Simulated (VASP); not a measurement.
# Mo (Im-3m) in VASP: notebook

Mo is run at these levels: PBE; tasks: single point.

All numbers are computed with VASP 6.6.1; they aren't measurements. Logs are shortened: lines on timing, memory, paths and dates and some standing lists are left out, and cuts for length are marked.

**1. The cell of the first run**

It takes space group Im-3m (No. 229, cubic). Conventional cell: a = 3.147 Å, b = 3.147 Å, c = 3.147 Å, α = 90.00°, β = 90.00°, γ = 90.00°. Mo (site symmetry m-3m) has 14 Mo at 2.73 to 3.15 Å within 3.6 Å.

**2. Single point, PBE, collinear spin, ferromagnetic start**

INCAR reads:

```
ALGO     = Normal         # electronic algorithm
EDIFF    = 1E-6           # SCF threshold, eV
ENCUT    = 520            # plane-wave cutoff, eV
GGA      = PE             # functional
ISIF     = 2              # what is computed and relaxed
ISMEAR   = -1             # smearing method
ISPIN    = 2              # spin polarisation
LASPH    = T              # aspherical terms in the spheres
LCHARG   = F              # write CHGCAR
LMAXMIX  = 4              # l up to which the mixer works
LORBIT   = 11             # projections on sites
LREAL    = F              # projectors in reciprocal space
LWAVE    = F              # write WAVECAR
MAGMOM   = 0.75           # initial moments
NBANDS   = 17             # bands
NELM     = 150            # most SCF steps
NUPDOWN  = 0.75           # fixed moment
PREC     = Accurate       # precision mode
SIGMA    = 0.05           # smearing width, eV
```

KPOINTS reads:

```
k-points
0
Gamma
  17 17 17
```

POSCAR reads:

```
Mo
1.0
   -1.5734150000      1.5734150000      1.5734150000
    1.5734150000     -1.5734150000      1.5734150000
    1.5734150000      1.5734150000     -1.5734150000
Mo
1
Direct
    0.0000000000      0.0000000000      0.0000000000
```

Potentials or basis: VASP PAW PBE potentials, release 64 (Mo_sv).

The run is started by

```bash
cat potpaw_PBE.64/Mo_sv/POTCAR > POTCAR
mpirun -np 1 vasp_std > vasp.out
```

OUTCAR:

```text
EDIFF = 1E-6
   ENCUT = 520
   GGA = PE
   ISIF = 2
   ISMEAR = -1
   ISPIN = 2
   LASPH = T
   LORBIT = 11
   LREAL = F
   NELM = 150
   NUPDOWN = 0.75
   PREC = Accurate

 ion  position               nearest neighbor table
   1  0.000  0.000  0.000-

  LATTYP: Found a body centered cubic cell.
 ALAT       =     3.1468300000

  Lattice vectors:

 A1 = (  -1.5734150000,   1.5734150000,   1.5734150000)
 A2 = (   1.5734150000,  -1.5734150000,   1.5734150000)
 A3 = (   1.5734150000,   1.5734150000,  -1.5734150000)

Analysis of symmetry for initial positions (statically):
=====================================================================
 Subroutine PRICEL returns:
 Original cell was already a primitive cell.

 Routine SETGRP: Setting up the symmetry group for a
 body centered cubic supercell.

 Subroutine GETGRP returns: Found 48 space group operations
 (whereof 48 operations were pure point group operations)
 out of a pool of 48 trial point group operations.

The static configuration has the point symmetry O_h .

Analysis of symmetry for dynamics (positions and initial velocities):
=====================================================================
 Subroutine PRICEL returns:
 Original cell was already a primitive cell.

 Routine SETGRP: Setting up the symmetry group for a
 body centered cubic supercell.

 Subroutine GETGRP returns: Found 48 space group operations
 (whereof 48 operations were pure point group operations)
 out of a pool of 48 trial point group operations.

The dynamic configuration has the point symmetry O_h .

Analysis of structural, dynamic, and magnetic symmetry:
=====================================================================
 Subroutine PRICEL returns:
 Original cell was already a primitive cell.

 Routine SETGRP: Setting up the symmetry group for a
 body centered cubic supercell.

 Subroutine GETGRP returns: Found 48 space group operations
 (whereof 48 operations were pure point group operations)
 out of a pool of 48 trial point group operations.

The overall configuration has the point symmetry O_h .

 Subroutine INISYM returns: Found 48 space group operations
 (whereof 48 operations are pure point group operations),
 and found     1 'primitive' translations

----------------------------------------------------------------------------------------

                                     Primitive cell

  volume of cell :      15.5808
[... 93 lines left out ...]
   ISIF   =      2    stress and relaxation
   ISYM   =      2    0-nonsym 1-usesym 2-fastsym
   POTIM  = 0.5000    time-step for ionic-motion
   TEBEG  =    0.0;   TEEND  =   0.0 temperature during run
   PSTRESS=    0.0 pullay stress
   NELECT =      14.0000    total number of electrons
   NUPDOWN=       0.7500    fix difference up-down
   EMIN   =  10.00;   EMAX   =-10.00  energy-range for DOS
   EFERMI =   0.00;   METHOD = LEGACY
   ISMEAR =    -1;   SIGMA  =   0.05  broadening in eV -4-tet -1-fermi 0-gaus
   EFERMI_NEDOS =   21; number of points for ismear=-14 and -15
   IALGO  =     38    algorithm
   IMIX   =      4    mixing-type and parameters
     AMIX     =   0.40;   BMIX     =  1.00
     AMIX_MAG =   1.60;   BMIX_MAG =  1.00
  volume/ion in A,a.u.               =      15.58       105.14
  Fermi-wavevector in a.u.,A,eV,Ry     =   1.579747  2.985289 33.954710  2.495601
  Thomas-Fermi vector in A             =   2.680079
   LORBIT       =     11    0 simple, 1 ext, 2 COOP (PROOUT), +10 PAW based schemes
   GGA     = PE    functional components
   LHFCALC =     F    Hartree Fock is set to
   AEXX    =    0.0000 exact exchange contribution
   IVDW    =     0    specifies the selected vdW correction
   LEPSILON=     F    determine dielectric tensor
   LRPA    =     F    only Hartree local field effects (RPA)
 spin polarized calculation
  energy-cutoff  :      520.00
  volume of cell :       15.58
 maximum number of plane-waves:       430
   NGX = 11   NGY = 11   NGZ = 11

 number of electron      14.0000001 magnetization       0.7500000

 Free energy of the ion-electron system (eV)
  ---------------------------------------------------
  ext. energy  EPLUGINS =         0.00000000
  ---------------------------------------------------
  free energy    TOTEN  =       -10.59812886 eV

  energy without entropy =      -10.59014251  energy(sigma->0) =      -10.59413569

 E-fermi :  11.6575     XC(G=0): -13.3884

 val. band max:       13.2944651984   @ k =   0.1765   0.1176   0.0000
 cond. band min:      11.6624106554   @ k =  -0.2353   0.2353   0.1765
 fundamental gap:     -1.6320545430
 Fermi energy:        13.2951499799

 spin component 1

 k-point     1 :       0.0000    0.0000    0.0000
  band No.  band energies     occupation
      1     -48.7141      1.00000
      2     -21.9929      1.00000
      3     -21.9929      1.00000
      4     -21.9929      1.00000
      5       5.1838      1.00000
      6      11.0780      1.00000
[... 459 lines left out ...]
      6       9.8607      1.00000
[... 9 lines left out ...]
     16      40.6193      0.00000
     17      41.3701      0.00000

 [... further k-points ...]

 spin component 2

 k-point     1 :       0.0000    0.0000    0.0000
  band No.  band energies     occupation
      1     -48.3334      1.00000
      2     -21.5874      1.00000
      3     -21.5874      1.00000
      4     -21.5874      1.00000
      5       5.6332      1.00000
      6      11.5949      0.77758
[... 459 lines left out ...]
      6      10.3379      1.00000
[... 9 lines left out ...]
     16      41.1059      0.00000
     17      41.8471      0.00000

 [... further k-points ...]
[... 5 lines left out ...]
  --------------------------------------------------------------------------------------
  -------------------------------------------------------------------------------------
  Total        0.6838413      0.6838413      0.6838413      0.0000000      0.0000000      0.0000000
  in kB       70.3195431     70.3195431     70.3195431      0.0000000      0.0000000      0.0000000
  external PRESSURE =      70.3195431 kB  Pullay stress =       0.0000000 kB

 VOLUME and BASIS-vectors are now :
 -----------------------------------------------------------------------------
  energy-cutoff  :      520.00
  volume of cell :       15.58
      direct lattice vectors                 reciprocal lattice vectors
    -1.573415000  1.573415000  1.573415000     0.000000000  0.317780115  0.317780115
     1.573415000 -1.573415000  1.573415000     0.317780115  0.000000000  0.317780115
     1.573415000  1.573415000 -1.573415000     0.317780115  0.317780115  0.000000000

 POSITION                                       TOTAL-FORCE (eV/Angst)
 -----------------------------------------------------------------------------------
      0.00000      0.00000      0.00000         0.000000      0.000000     -0.000000
 -----------------------------------------------------------------------------------
    total drift:                                0.000000     -0.000000      0.000000

  FREE ENERGIE OF THE ION-ELECTRON SYSTEM (eV)
  ---------------------------------------------------
  free  energy   TOTEN  =       -10.5981288607 eV

  energy  without entropy=      -10.5901425099  energy(sigma->0) =      -10.59413569

 total charge

# of ion       s       p       d       tot
------------------------------------------
    1        2.380   6.192   3.959  12.531

 magnetization (x)

# of ion       s       p       d       tot
------------------------------------------
    1        0.016   0.051   0.536   0.603
```

OSZICAR:

```text
N       E                     dE             d eps       ncg     rms          rms(c)
DAV:   1     0.987370068225E+02    0.98737E+02   -0.72212E+03 11349   0.812E+02
DAV:   2    -0.980847592077E+01   -0.10855E+03   -0.10390E+03 13195   0.266E+02
DAV:   3    -0.111599157057E+02   -0.13514E+01   -0.13460E+01 12816   0.292E+01
DAV:   4    -0.111629814612E+02   -0.30658E-02   -0.30656E-02 13254   0.160E+00
DAV:   5    -0.111629967809E+02   -0.15320E-04   -0.15318E-04 12805   0.103E-01    0.148E+01
DAV:   6    -0.106676490151E+02    0.49535E+00   -0.43550E-01 11720   0.748E+00    0.461E+00
DAV:   7    -0.105985396148E+02    0.69109E-01   -0.94310E-02 12503   0.334E+00    0.233E+00
DAV:   8    -0.105995353678E+02   -0.99575E-03   -0.29642E-03 12172   0.527E-01    0.613E-01
DAV:   9    -0.105977467701E+02    0.17886E-02   -0.19304E-03 12559   0.431E-01    0.330E-01
DAV:  10    -0.105981205041E+02   -0.37373E-03   -0.40082E-04 12150   0.196E-01    0.671E-02
DAV:  11    -0.105981276033E+02   -0.70992E-05   -0.98795E-06 12463   0.288E-02    0.353E-02
DAV:  12    -0.105981286331E+02   -0.10298E-05   -0.37290E-06 12433   0.187E-02    0.602E-03
DAV:  13    -0.105981288607E+02   -0.22760E-06   -0.22060E-07  5903   0.430E-03
   1 F= -.10598129E+02 E0= -.10594136E+02  d E =-.798635E-02  mag=     0.7500
```

It took 27 s on 1 thread of Intel Xeon 6975P-C (Granite Rapids), shared host; peak memory 0.18 GiB.

What came out:

```yaml
Free_energy: -10.5981 eV
Pressure: 7.0 GPa
Net_moment: 0.75 μB per cell
Site_moments: Mo +0.60 μB
Valence_electrons_inside_the_program's_atomic_spheres: Mo 12.53
```

Caveat: the total moment is fixed, so each spin has its own Fermi level.

**3. Single point, PBE, collinear spin, ferromagnetic start**

INCAR reads:

```
PREC = Accurate ; ENCUT = 520
EDIFF = 1E-6 ; ISMEAR = -1
SIGMA = 0.05 ; LREAL = False
LASPH = True ; NELM = 150
ALGO = Normal ; ISIF = 2
LWAVE = False ; LCHARG = False
ISPIN = 2 ; MAGMOM = 1
LORBIT = 11 ; NUPDOWN = 1.0
LMAXMIX = 4 ; GGA = PE
NBANDS = 17
```

KPOINTS reads:

```
Automatic mesh
0
Gamma
  17 17 17
```

POSCAR is that of step 2.

Potentials or basis: VASP PAW PBE potentials, release 64 (Mo_sv).

The run is started by

```bash
cat potpaw_PBE.64/Mo_sv/POTCAR > POTCAR
mpirun -np 1 vasp_std > vasp.out
```

OUTCAR:

```text
PREC = Accurate
   ENCUT = 520
   EDIFF = 1E-6
   ISMEAR = -1
   LREAL = False
   LASPH = True
   NELM = 150
   ISIF = 2
   ISPIN = 2
   LORBIT = 11
   NUPDOWN = 1.0
   GGA = PE

 ion  position               nearest neighbor table
   1  0.000  0.000  0.000-

  LATTYP: Found a body centered cubic cell.
 ALAT       =     3.1468300000

  Lattice vectors:

 A1 = (  -1.5734150000,   1.5734150000,   1.5734150000)
 A2 = (   1.5734150000,  -1.5734150000,   1.5734150000)
 A3 = (   1.5734150000,   1.5734150000,  -1.5734150000)

Analysis of symmetry for initial positions (statically):
=====================================================================
 Subroutine PRICEL returns:
 Original cell was already a primitive cell.

 Routine SETGRP: Setting up the symmetry group for a
 body centered cubic supercell.

 Subroutine GETGRP returns: Found 48 space group operations
 (whereof 48 operations were pure point group operations)
 out of a pool of 48 trial point group operations.

The static configuration has the point symmetry O_h .

Analysis of symmetry for dynamics (positions and initial velocities):
[... 181 lines left out ...]
      1     -48.7236      1.00000
      2     -22.0116      1.00000
      3     -22.0116      1.00000
      4     -22.0116      1.00000
      5       5.1194      1.00000
      6      11.0247      1.00000
[... 459 lines left out ...]
      6       9.8048      1.00000
[... 9 lines left out ...]
     16      40.5573      0.00000
     17      41.2978      0.00000

 [... further k-points ...]

 spin component 2

 k-point     1 :       0.0000    0.0000    0.0000
  band No.  band energies     occupation
      1     -48.2109      1.00000
      2     -21.4642      1.00000
      3     -21.4642      1.00000
      4     -21.4642      1.00000
      5       5.7103      1.00000
      6      11.7067      0.02257
[... 459 lines left out ...]
      6      10.4395      1.00000
[... 9 lines left out ...]
     16      41.1980      0.00000
     17      41.9372      0.00000

 [... further k-points ...]
[... 5 lines left out ...]
  --------------------------------------------------------------------------------------
  -------------------------------------------------------------------------------------
  Total        0.9417580      0.9417580      0.9417580     -0.0000000     -0.0000000      0.0000000
  in kB       96.8411790     96.8411790     96.8411790     -0.0000000     -0.0000000      0.0000000
  external PRESSURE =      96.8411790 kB  Pullay stress =       0.0000000 kB

 VOLUME and BASIS-vectors are now :
 -----------------------------------------------------------------------------
  energy-cutoff  :      520.00
  volume of cell :       15.58
      direct lattice vectors                 reciprocal lattice vectors
    -1.573415000  1.573415000  1.573415000     0.000000000  0.317780115  0.317780115
     1.573415000 -1.573415000  1.573415000     0.317780115  0.000000000  0.317780115
     1.573415000  1.573415000 -1.573415000     0.317780115  0.317780115  0.000000000

 POSITION                                       TOTAL-FORCE (eV/Angst)
 -----------------------------------------------------------------------------------
      0.00000      0.00000      0.00000         0.000000     -0.000000     -0.000000
 -----------------------------------------------------------------------------------
    total drift:                                0.000000     -0.000000      0.000000

  FREE ENERGIE OF THE ION-ELECTRON SYSTEM (eV)
  ---------------------------------------------------
  free  energy   TOTEN  =       -10.3707131978 eV

  energy  without entropy=      -10.3604177242  energy(sigma->0) =      -10.36556546

 total charge

# of ion       s       p       d       tot
------------------------------------------
    1        2.379   6.186   3.975  12.540

 magnetization (x)

# of ion       s       p       d       tot
------------------------------------------
    1        0.020   0.063   0.728   0.811
```

OSZICAR:

```text
N       E                     dE             d eps       ncg     rms          rms(c)
DAV:   1     0.990312422069E+02    0.99031E+02   -0.72188E+03 11349   0.812E+02
DAV:   2    -0.953429080666E+01   -0.10857E+03   -0.10387E+03 13187   0.266E+02
DAV:   3    -0.108859972445E+02   -0.13517E+01   -0.13458E+01 12834   0.292E+01
DAV:   4    -0.108890667122E+02   -0.30695E-02   -0.30693E-02 13229   0.160E+00
DAV:   5    -0.108890820286E+02   -0.15316E-04   -0.15316E-04 12795   0.103E-01    0.147E+01
DAV:   6    -0.104340862285E+02    0.45500E+00   -0.42756E-01 11769   0.722E+00    0.487E+00
DAV:   7    -0.103689713254E+02    0.65115E-01   -0.10078E-01 12450   0.333E+00    0.284E+00
DAV:   8    -0.103719903106E+02   -0.30190E-02   -0.35461E-03 12243   0.585E-01    0.531E-01
DAV:   9    -0.103703052856E+02    0.16850E-02   -0.20840E-03 12497   0.447E-01    0.341E-01
DAV:  10    -0.103707018520E+02   -0.39657E-03   -0.52044E-04 12145   0.226E-01    0.674E-02
DAV:  11    -0.103707113364E+02   -0.94845E-05   -0.13681E-05 12325   0.335E-02    0.329E-02
DAV:  12    -0.103707128815E+02   -0.15451E-05   -0.36196E-06 12337   0.183E-02    0.671E-03
DAV:  13    -0.103707131978E+02   -0.31628E-06   -0.29165E-07  6009   0.488E-03
   1 F= -.10370713E+02 E0= -.10365565E+02  d E =-.102955E-01  mag=     1.0000
```

Run time: 26 s. Hardware: 1 thread of Intel Xeon 6975P-C (Granite Rapids), shared host; peak memory 0.17 GiB.

What came out:

```yaml
Free_energy: -10.3707 eV
Pressure: 9.7 GPa
Net_moment: 1.00 μB per cell
Site_moments: Mo +0.81 μB
Valence_electrons_inside_the_program's_atomic_spheres: Mo 12.54
```

Caveat: the total moment is fixed, so each spin has its own Fermi level.
